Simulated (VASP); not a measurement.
Write the native input for VASP 6.6.1 that does the following.

- Task: single point
- Functional: r2SCAN
- Potentials or basis: VASP PAW PBE potentials, release 64 (Ta_pv)
- Cutoff: 520 eV
- k mesh: 20 × 20 × 20
- Occupations: gaussian, width 0.15 eV
- Spin: no spin polarisation
- Dipole correction: no
- Further INCAR settings: ALGO = Normal; EDIFF = 1e-06; NBANDS = 12

The system is Ta.

```
CELL_PARAMETERS angstrom
-1.60174 1.65128 1.65128
1.60174 -1.65128 1.65128
1.60174 1.65128 -1.65128
ATOMIC_POSITIONS crystal
Ta 0.00000 0.00000 0.00000
```

This cell differs from its parent crystal: strain -0.0300 x Voigt [1, 0, 0, 0, 0, 0].

One way to write it, as run:

POSCAR

```
Ta
1.0
   -1.6017416000      1.6512800000      1.6512800000
    1.6017416000     -1.6512800000      1.6512800000
    1.6017416000      1.6512800000     -1.6512800000
Ta
1
Direct
    0.0000000000      0.0000000000      0.0000000000
```

INCAR.step1

```
SYSTEM = Ta
PREC = Accurate
ENCUT = 520
ISMEAR = 0
SIGMA = 0.15
LREAL = .FALSE.
LASPH = .TRUE.
NELM = 80
NBANDS = 12
GGA = PE
ALGO = Normal
EDIFF = 1E-4
LWAVE = .TRUE.
LCHARG = .FALSE.
```

INCAR.step2

```
SYSTEM = Ta
PREC = Accurate
ENCUT = 520
EDIFF = 1E-6
ISMEAR = 0
SIGMA = 0.15
LREAL = .FALSE.
LASPH = .TRUE.
NELM = 80
ALGO = Normal
ISIF = 2
LWAVE = .FALSE.
LCHARG = .FALSE.
METAGGA = R2SCAN
LMIXTAU = .TRUE.
NBANDS = 12
ISTART = 1
```

KPOINTS

```
regular mesh
0
G
  20 20 20
  0 0 0
```

Potentials or basis: VASP PAW PBE potentials, release 64 (Ta_pv).

Run with:

```console
$ cat potpaw_PBE.64/Ta_pv/POTCAR > POTCAR
$ cp INCAR.step1 INCAR
$ mpirun -np 1 vasp_std > vasp.out
$ cp INCAR.step2 INCAR
$ mpirun -np 1 vasp_std > vasp.out
```

It gave:

The pressure is 8.0 GPa and the band gap on the k mesh is zero (an odd number of electrons rules out a gap without spin polarisation).

Caveat: the cell differs from its parent crystal (strain -0.0300 x Voigt [1, 0, 0, 0, 0, 0]); the cell stands under pressure; the PAW data sets were made with another functional, which shifts forces and pressure a little; spin-orbit coupling is left out, which moves the levels of the heavy elements.

Wall time 2.1 min on 1 thread of Intel(R) Xeon(R) 6975P-C (Granite Rapids), on a shared host, peak memory 0.25 GiB.
